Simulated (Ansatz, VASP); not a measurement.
**One calculation of AlCo3, two programs**

```
Al Co
1.0
     3.57495    0.00000    0.00000
     0.00000    3.57495    0.00000
     0.00000    0.00000    3.57495
Al Co
1 3
Direct
  0.00000 0.00000 0.00000
  0.50000 0.50000 0.00000
  0.50000 0.00000 0.50000
  0.00000 0.50000 0.50000
```

Alike in both runs: task single point; functional PBEsol; k mesh 12 × 12 × 12; collinear spin.

```csv
,VASP,Ansatz
version,VASP 6.6.1,Ansatz 0.2.0
potentials or method,"VASP PAW PBE potentials, release 64 (Al, Co), cutoff 520 eV","scalar-relativistic, plane waves, PAW"
occupations,"methfessel-paxton of order 1, width 0.1 eV","cold, width 0.1 eV"
valence electrons in the cell,30,54
```

|  | VASP | Ansatz | Ansatz less VASP |
| --- | --- | --- | --- |
| gap on the k mesh at the Fermi level (eV) | none | none | - |
| pressure (GPa) | -7.7 | -7.5 | +0.22 |
| net moment per atom (μB) | 0.97 | 0.97 | +0.006 |
| size of the moment on the site where the two differ most (μB) | 1.32 | 1.35 | +0.028 |

VASP's potentials were made for PBE, not for PBEsol. Site moments also hang on the region over which each program counts them. A gap of «none» marks a metal or a gap that the smearing closes. VASP's potentials hold 30 valence electrons a cell and Ansatz's 54, so a difference there can come from the potentials and not from the codes. Ansatz's warnings: stability check not made.
